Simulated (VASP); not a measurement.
Set up this calculation in VASP 6.6.1, as the native input.

| Quantity | Value |
| --- | --- |
| Task | single point |
| Functional | PBEsol |
| Potentials or basis | VASP PAW PBE potentials, release 64 (Cs_sv) |
| Cutoff | 500 eV |
| k mesh | 5 × 5 × 5 |
| Occupations | fermi-dirac, width 0.05 eV |
| Spin | no spin polarisation |
| Dipole correction | no |
| Further INCAR settings | ALGO = Normal; EDIFF = 1e-06; NBANDS = 10 |

The structure of Cs lies in POSCAR:

```
Cs
1.0
    0.0000000000      2.5029350763      2.5029350763
    2.5029350763      0.0000000000      2.5029350763
    2.5029350763      2.5029350763      0.0000000000
Cs
1
Direct
    0.0000000000      0.0000000000      0.0000000000
```

This isn't the form of Cs at room conditions, which is bcc.

The input as run:

INCAR

```
ALGO     = Normal         # electronic algorithm
EDIFF    = 1E-6           # SCF threshold, eV
ENCUT    = 500            # plane-wave cutoff, eV
GGA      = PS             # functional
GGA_COMPAT= False        
ISIF     = 2              # what is computed and relaxed
ISMEAR   = -1             # smearing method
LASPH    = True           # aspherical terms in the spheres
LCHARG   = False          # write CHGCAR
LREAL    = False          # projectors in reciprocal space
LWAVE    = False          # write WAVECAR
NBANDS   = 10             # bands
NELM     = 120            # most SCF steps
PREC     = Accurate       # precision mode
SIGMA    = 0.05           # smearing width, eV
```

KPOINTS

```
k-points
0
Gamma
  5 5 5
```

Potentials or basis: VASP PAW PBE potentials, release 64 (Cs_sv).

Command:

```bash
$ cat potpaw_PBE.64/Cs_sv/POTCAR > POTCAR
$ mpirun -np 1 vasp_std > vasp.out
```

It gave:

The pressure is 10.9 GPa and the band gap on the k mesh is zero (an odd number of electrons rules out a gap without spin polarisation).

Caveat: the k points lie up to 0.43 Å⁻¹ apart, too coarse for converged energies and pressures of a metal; the PAW data sets were made with another functional, which shifts forces and pressure a little; spin-orbit coupling is left out, which moves the levels of the heavy elements.

Run time: 2.7 s on 1 thread of Intel(R) Xeon(R) Platinum 8488C (Sapphire Rapids) (shared host), peak memory 0.14 GiB.
